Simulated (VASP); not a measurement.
# Ce (I4/mmm) in VASP: a series of runs

Runs on Ce. Level: LDA. Tasks: single point.

All numbers are computed with VASP 6.6.1; they aren't measurements. Logs are shortened: lines on timing, memory, paths and dates and some standing lists are left out, and cuts for length are marked.

## Step 1: The cell of the first run

Symmetry: I4/mmm, No. 139, tetragonal system. The conventional cell has a = 3.165 Å, b = 3.165 Å, c = 4.598 Å, α = 90.00°, β = 90.00°, γ = 90.00°. Ce (site symmetry 4/mmm) has 12 Ce at 3.17 to 3.21 Å within 4.2 Å.

## Step 2: Single point, LDA, collinear spin, antiferromagnetic start

INCAR reads:

```
  ALGO = Normal
  EDIFF = 1E-7
  ENCUT = 520
  GGA = CA
  ISIF = 2
  ISMEAR = -1
  ISPIN = 2
  LASPH = True
  LCHARG = True
  LELF = True
  LMAXMIX = 6
  LORBIT = 11
  LREAL = False
  LVHAR = True
  LWAVE = False
  MAGMOM = 1 -1
  NBANDS = 23
  NELM = 150
  PREC = Accurate
  SIGMA = 0.05
```

KPOINTS reads:

```
k-points
0
Gamma
  13 13 9
```

POSCAR reads:

```
Ce
1.0
    3.1654010435      0.0000000000      0.0000000000
    0.0000000000      3.1654010435      0.0000000000
    0.0000000000      0.0000000000      4.5978788443
Ce
2
Direct
    1.0000000000      1.0000000000      0.0000000000
    0.5000000000      0.5000000000      0.5000000000
```

Potentials or basis: VASP PAW LDA potentials, release 64 (Ce).

On the command line:

```
$ cat potpaw_LDA.64/Ce/POTCAR > POTCAR
$ mpirun -np 1 vasp_std > vasp.out
```

OUTCAR:

```text
EDIFF = 1E-7
   ENCUT = 520
   GGA = CA
   ISIF = 2
   ISMEAR = -1
   ISPIN = 2
   LASPH = True
   LORBIT = 11
   LREAL = False
   NELM = 150
   PREC = Accurate

 ion  position               nearest neighbor table
   1  0.000  0.000  0.000-
   2  0.500  0.500  0.500-

  LATTYP: Found a simple tetragonal cell.
 ALAT       =     3.1654010435
 C/A-ratio  =     1.4525422786

  Lattice vectors:

 A1 = (   3.1654010435,   0.0000000000,   0.0000000000)
 A2 = (   0.0000000000,   3.1654010435,   0.0000000000)
 A3 = (   0.0000000000,   0.0000000000,   4.5978788443)

Analysis of symmetry for initial positions (statically):
=====================================================================
 Subroutine PRICEL returns following result:

  LATTYP: Found a body centered tetragonal cell.
 ALAT       =     3.1654010435
 C/A-ratio  =     1.4525422786

  Lattice vectors:

 A1 = (   1.5827005218,  -1.5827005218,  -2.2989394221)
 A2 = (  -1.5827005218,   1.5827005218,  -2.2989394222)
 A3 = (   1.5827005218,   1.5827005218,   2.2989394222)

   2 primitive cells build up your supercell.

 Routine SETGRP: Setting up the symmetry group for a
 simple tetragonal supercell.

 Subroutine GETGRP returns: Found 16 space group operations
 (whereof 16 operations were pure point group operations)
 out of a pool of 16 trial point group operations.

The static configuration has the point symmetry D_4h.

Analysis of symmetry for dynamics (positions and initial velocities):
=====================================================================
 Subroutine PRICEL returns following result:

  LATTYP: Found a body centered tetragonal cell.
 ALAT       =     3.1654010435
 C/A-ratio  =     1.4525422786

  Lattice vectors:

 A1 = (   1.5827005218,  -1.5827005218,  -2.2989394221)
 A2 = (  -1.5827005218,   1.5827005218,  -2.2989394222)
 A3 = (   1.5827005218,   1.5827005218,   2.2989394222)

   2 primitive cells build up your supercell.

 Routine SETGRP: Setting up the symmetry group for a
 simple tetragonal supercell.

 Subroutine GETGRP returns: Found 16 space group operations
 (whereof 16 operations were pure point group operations)
 out of a pool of 16 trial point group operations.

The dynamic configuration has the point symmetry D_4h.

Analysis of structural, dynamic, and magnetic symmetry:
=====================================================================
 Subroutine PRICEL returns following result:

  LATTYP: Found a body centered tetragonal cell.
 ALAT       =     3.1654010435
 C/A-ratio  =     1.4525422786

  Lattice vectors:

 A1 = (   1.5827005218,  -1.5827005218,  -2.2989394221)
 A2 = (  -1.5827005218,   1.5827005218,  -2.2989394222)
 A3 = (   1.5827005218,   1.5827005218,   2.2989394222)

   2 primitive cells build up your supercell.

 Routine SETGRP: Setting up the symmetry group for a
 simple tetragonal supercell.

 Subroutine GETGRP returns: Found 16 space group operations
 (whereof 16 operations were pure point group operations)
 out of a pool of 16 trial point group operations.

The overall configuration has the point symmetry D_4h.

 Subroutine INISYM returns: Found 16 space group operations
 (whereof 16 operations are pure point group operations),
 and found     2 'primitive' translations

----------------------------------------------------------------------------------------

                                     Primitive cell

  volume of cell :      23.0348

  direct lattice vectors                    reciprocal lattice vectors
     1.582700522 -1.582700522 -2.298939422     0.315915736  0.000000000 -0.217491594
    -1.582700522  1.582700522 -2.298939422     0.000000000  0.315915736 -0.217491594
     1.582700522  1.582700522  2.298939422     0.315915736  0.315915736  0.000000000

  length of vectors
     3.208582919  3.208582919  3.208582919     0.383543147  0.383543147  0.446772318

  position of ions in fractional coordinates (direct lattice)
     0.000000000  0.000000000  0.000000000

  ion indices of the primitive-cell ions
   primitive index   ion index
                 1           1

----------------------------------------------------------------------------------------

 KPOINTS: k-points

Automatic generation of k-mesh.
 Grid dimensions read from file:
 generate k-points for:   13   13    9

 Generating k-lattice:

  Cartesian coordinates                     Fractional coordinates (reciprocal lattice)
     0.024301210  0.000000000  0.000000000     0.076923077  0.000000000  0.000000000
     0.000000000  0.024301210  0.000000000     0.000000000  0.076923077  0.000000000
     0.000000000  0.000000000  0.024165733     0.000000000  0.000000000  0.111111111

  Length of vectors
     0.024301210  0.024301210  0.024165733

  Shift w.r.t. Gamma in fractional coordinates (k-lattice)
     0.000000000  0.000000000  0.000000000

 Subroutine IBZKPT returns following result:
 ===========================================

 Found    140 irreducible k-points:

 Following reciprocal coordinates:
            Coordinates               Weight
  0.000000  0.000000  0.000000      1.000000
  0.076923  0.000000  0.000000      4.000000
  0.153846  0.000000  0.000000      4.000000
  0.230769  0.000000  0.000000      4.000000
  0.307692  0.000000  0.000000      4.000000
  0.384615  0.000000  0.000000      4.000000
[... 16 lines left out ...]
  0.307692  0.307692  0.000000      4.000000
  0.384615  0.307692  0.000000      8.000000
 [... further k-points ...]
   k-points           NKPTS =    140   k-points in BZ     NKDIM =    140   number of bands    NBANDS=     23
   number of dos      NEDOS =    301   number of ions     NIONS =      2
   total plane-waves  NPLWV =  20736
   dimension x,y,z NGX =    24 NGY =   24 NGZ =   36
   dimension x,y,z NGXF=    48 NGYF=   48 NGZF=   72
   ions per type =               2
   NGX,Y,Z   is equivalent  to a cutoff of  12.60, 12.60, 13.02 a.u.
   NGXF,Y,Z  is equivalent  to a cutoff of  25.21, 25.21, 26.03 a.u.
 SYSTEM =  unknown system
   PREC   = accura    normal or accurate (medium, high low for compatibility)
   ISTART =      0    job   : 0-new  1-cont  2-samecut
   ICHARG =      2    charge: 1-file 2-atom 10-const
   ISPIN  =      2    spin polarized calculation?
   LNONCOLLINEAR =      F non collinear calculations
   LSORBIT =      F    spin-orbit coupling
   LASPH  =      T    aspherical Exc in radial PAW
   ENCUT  =  520.0 eV  38.22 Ry    6.18 a.u.   5.89  5.89  8.55*2*pi/ulx,y,z
   NELM   =    150;   NELMIN=  2; NELMDL= -5     # of ELM steps
   EDIFF  = 0.1E-06   stopping-criterion for ELM
   LREAL  =      F    real-space projection
   EDIFFG = 0.1E-05   stopping-criterion for IOM
   NSW    =      0    number of steps for IOM
   IBRION =     -1    ionic relax: 0-MD 1-quasi-New 2-CG
   NFREE  =      0    steps in history (QN), initial steepest desc. (CG)
   ISIF   =      2    stress and relaxation
   ISYM   =      2    0-nonsym 1-usesym 2-fastsym
   POTIM  = 0.5000    time-step for ionic-motion
   TEBEG  =    0.0;   TEEND  =   0.0 temperature during run
   PSTRESS=    0.0 pullay stress
   NELECT =      24.0000    total number of electrons
   NUPDOWN=      -1.0000    fix difference up-down
   EMIN   =  10.00;   EMAX   =-10.00  energy-range for DOS
   EFERMI =   0.00;   METHOD = LEGACY
   ISMEAR =    -1;   SIGMA  =   0.05  broadening in eV -4-tet -1-fermi 0-gaus
   EFERMI_NEDOS =   21; number of points for ismear=-14 and -15
   IALGO  =     38    algorithm
   IMIX   =      4    mixing-type and parameters
     AMIX     =   0.40;   BMIX     =  1.00
     AMIX_MAG =   1.60;   BMIX_MAG =  1.00
  volume/ion in A,a.u.               =      23.03       155.45
  Fermi-wavevector in a.u.,A,eV,Ry     =   1.317266  2.489272 23.608700  1.735190
  Thomas-Fermi vector in A             =   2.447320
   LORBIT       =     11    0 simple, 1 ext, 2 COOP (PROOUT), +10 PAW based schemes
   GGA     = CA    functional components
   LHFCALC =     F    Hartree Fock is set to
   AEXX    =    0.0000 exact exchange contribution
   IVDW    =     0    specifies the selected vdW correction
   LEPSILON=     F    determine dielectric tensor
   LRPA    =     F    only Hartree local field effects (RPA)
 spin polarized calculation
  energy-cutoff  :      520.00
  volume of cell :       46.07
 maximum number of plane-waves:      1261
 NGX is ok and might be reduce to    24
   NGX = 11   NGY = 11   NGZ = 17

 number of electron      23.9999999 magnetization      -0.0000000

 number of electron      23.9999999 magnetization       0.0000000

 Free energy of the ion-electron system (eV)
  ---------------------------------------------------
  ext. energy  EPLUGINS =         0.00000000
  ---------------------------------------------------
  free energy    TOTEN  =       -13.81528719 eV

  energy without entropy =      -13.77921243  energy(sigma->0) =      -13.79724981

 E-fermi :  10.7772     XC(G=0): -12.1882

 val. band max:       10.7741058651   @ k =   0.0769   0.0769   0.3333
 cond. band min:      10.7819916664   @ k =   0.4615   0.0769   0.0000
 fundamental gap:      0.0078858013
 Fermi energy:        10.7771985153

 spin component 1

 k-point     1 :       0.0000    0.0000    0.0000
  band No.  band energies     occupation
      1     -24.0675      1.00000
      2     -22.9719      1.00000
      3      -8.2836      1.00000
      4      -5.8834      1.00000
      5      -5.8834      1.00000
      6      -4.5285      1.00000
[... 613 lines left out ...]
     22      11.7241      0.00000
     23      11.8715      0.00000

 [... further k-points ...]

 spin component 2

 k-point     1 :       0.0000    0.0000    0.0000
  band No.  band energies     occupation
      1     -24.0675      1.00000
      2     -22.9719      1.00000
      3      -8.2836      1.00000
      4      -5.8834      1.00000
      5      -5.8834      1.00000
      6      -4.5285      1.00000
[... 613 lines left out ...]
     22      11.7241      0.00000
     23      11.8715      0.00000

 [... further k-points ...]

------------------------ aborting loop because EDIFF is reached ----------------------------------------

  FORCE on cell =-STRESS in cart. coord.  units (eV):
  Direction    XX          YY          ZZ          XY          YZ          ZX
  --------------------------------------------------------------------------------------
  -------------------------------------------------------------------------------------
  Total       -0.1093298     -0.1093298     -0.1711882      0.0000000      0.0000000      0.0000000
  in kB       -3.8021917     -3.8021917     -5.9534600      0.0000000      0.0000000      0.0000000
  external PRESSURE =      -4.5192812 kB  Pullay stress =       0.0000000 kB

 VOLUME and BASIS-vectors are now :
 -----------------------------------------------------------------------------
  energy-cutoff  :      520.00
  volume of cell :       46.07
      direct lattice vectors                 reciprocal lattice vectors
     3.165401044  0.000000000  0.000000000     0.315915736  0.000000000  0.000000000
     0.000000000  3.165401044  0.000000000     0.000000000  0.315915736  0.000000000
     0.000000000  0.000000000  4.597878844     0.000000000  0.000000000  0.217491594

 POSITION                                       TOTAL-FORCE (eV/Angst)
 -----------------------------------------------------------------------------------
      0.00000      0.00000      0.00000         0.000000      0.000000      0.000000
      1.58270      1.58270      2.29894        -0.000000     -0.000000     -0.000000
 -----------------------------------------------------------------------------------
    total drift:                                0.000000      0.000000     -0.000000

  FREE ENERGIE OF THE ION-ELECTRON SYSTEM (eV)
  ---------------------------------------------------
  free  energy   TOTEN  =       -13.8152871912 eV

  energy  without entropy=      -13.7792124259  energy(sigma->0) =      -13.79724981

 total charge

# of ion       s       p       d       f       tot
--------------------------------------------------
    1        2.086   5.533   1.410   1.128  10.158
    2        2.086   5.533   1.410   1.128  10.158
--------------------------------------------------
tot          4.172  11.067   2.820   2.257  20.315

 magnetization (x)

# of ion       s       p       d       f       tot
--------------------------------------------------
    1        0.000  -0.000  -0.000  -0.000  -0.000
    2       -0.000   0.000   0.000   0.000   0.000
--------------------------------------------------
tot          0.000   0.000   0.000   0.000   0.000
```

Wall time 2.6 min (1 thread of AMD EPYC 9R45 (Zen 5), shared host); peak memory 0.29 GiB.

Results:

```yaml
Free_energy: -13.8153 eV
Pressure: -0.5 GPa
Band_gap_on_the_k_mesh: zero (filled and empty bands overlap)
Net_moment: 0.00 μB per cell
Valence_electrons_inside_the_program's_atomic_spheres: Ce 10.16
```

Caveat: the magnetic or orbital state may not be the lowest; the moments typed at the start vanished in this run; spin-orbit coupling is left out, which moves the levels of the heavy elements; semilocal functionals describe open f shells poorly, which spoils levels, moments and volumes. The state reached can hang on the start; a lower one may exist.

## Step 3: Single point, LDA, collinear spin, antiferromagnetic start (23.03 Å³/atom)

INCAR reads:

```
SYSTEM = Ce
PREC = Accurate
ENCUT = 520
EDIFF = 1E-6
ISMEAR = -1
SIGMA = 0.05
LREAL = .False.
LASPH = .True.
NELM = 150
ALGO = Normal
ISIF = 2
LWAVE = .False.
LCHARG = .False.
ISPIN = 2
MAGMOM = 1 -1
LORBIT = 11
LMAXMIX = 6
NBANDS = 23
```

KPOINTS reads:

```
regular mesh
0
Gamma
  13 13 9
  0 0 0
```

POSCAR is that of step 2.

Potentials or basis: VASP PAW LDA potentials, release 64 (Ce).

On the command line:

```
$ cat potpaw_LDA.64/Ce/POTCAR > POTCAR
$ mpirun -np 1 vasp_std > vasp.out
```

Run time: 2.4 min. Hardware: 1 thread of AMD EPYC 9R45 (Zen 5), shared host; peak memory 0.3 GiB.

The run converged. Its results:

* Free energy: -13.8153 eV
* Pressure: -0.4 GPa
* Band gap on the k mesh: zero (filled and empty bands overlap)
* Net moment: 0.00 μB per cell
* Valence electrons inside the program's atomic spheres: Ce 10.16

Stress tensor (GPa, compression positive):
```
-0.33  0.00  0.00
 0.00 -0.33  0.00
 0.00  0.00 -0.54
```

Levels at points of the mesh, in eV from the Fermi level:
Spin up:
```
           k point  band 10  band 11  band 12  band 13  band 14  band 15
(0.00, 0.00, 0.00)    -2.75    -2.39    -0.38     0.33     0.42     0.42
```
Spin down:
```
           k point  band 9  band 10  band 11  band 12  band 13  band 14  band 15  band 16
(0.00, 0.00, 0.00)   -3.39    -2.75    -2.39    -0.38     0.33     0.42     0.42     0.57
```

Caveat: the magnetic or orbital state may not be the lowest; the moments typed at the start vanished in this run; spin-orbit coupling is left out, which moves the levels of the heavy elements; semilocal functionals describe open f shells poorly, which spoils levels, moments and volumes. The state reached can hang on the start; a lower one may exist.
